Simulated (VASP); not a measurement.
# MgO: single point with HSE06

Crystal: MgO.

```
Mg O
1.0
    -0.00354    2.28201    2.28201
     2.28201   -0.00354    2.28201
     2.27847    2.27847    0.00000
Mg O
1 1
Cartesian
  0.0000 0.0000 -0.0013
  1.1392 1.1392 1.1423
```

This cell differs from its parent crystal: shear xy strain -0.3%.

* Program: VASP 6.6.1
* Task: single point
* Functional: HSE06
* Potentials or basis: VASP PAW PBE potentials, release 64 (Mg, O)
* Cutoff: 520 eV
* k mesh: 6 × 6 × 6
* Occupations: gaussian, width 0.01 eV
* Spin: no spin polarisation
* Dipole correction: no
* Grid for exact exchange (PRECFOCK): Normal
* Further INCAR settings: ALGO = Normal; EDIFF = 1e-07; NBANDS = 11
* Share of exact exchange: 0.25
* Screening parameter: 0.2079 1/Å

| Item | Value |
| --- | --- |
| Pressure | -0.1 GPa |
| Band gap on the k mesh | 5.23 eV |

Stress tensor (GPa, compression positive):
```
-0.09  0.28  0.00
 0.28 -0.09  0.00
 0.00  0.00 -0.09
```

Levels at points of the mesh, in eV from the valence-band top:
```csv
k point,band 1,band 2,band 3,band 4,band 5,band 6,band 7,band 8,band 9
"(0.00, 0.00, 0.00)",-17.39,-0.02,-0.01,0.00,5.23,18.76,18.80,18.84,22.38
"(0.50, 0.00, 0.00)",-16.69,-3.23,-0.22,-0.21,10.59,11.59,16.52,16.55,21.71
"(0.50, 0.50, 0.00)",-16.48,-2.69,-0.83,-0.81,7.89,13.41,16.28,18.84,18.90
"(0.00, 0.00, 0.50)",-16.68,-3.22,-0.23,-0.22,10.59,11.60,16.48,16.52,21.71
"(0.50, 0.00, 0.50)",-16.48,-2.69,-0.82,-0.82,7.89,13.41,16.28,18.87,18.87
```

Run time: 45 min on 1 thread of Intel(R) Xeon(R) Platinum 8375C CPU @ 2.90GHz (Ice Lake), with other jobs on the host, peak memory 0.26 GiB.

Caveat: the cell differs from its parent crystal (shear xy strain -0.3%); the PAW data sets were made with another functional, which shifts forces and pressure a little.
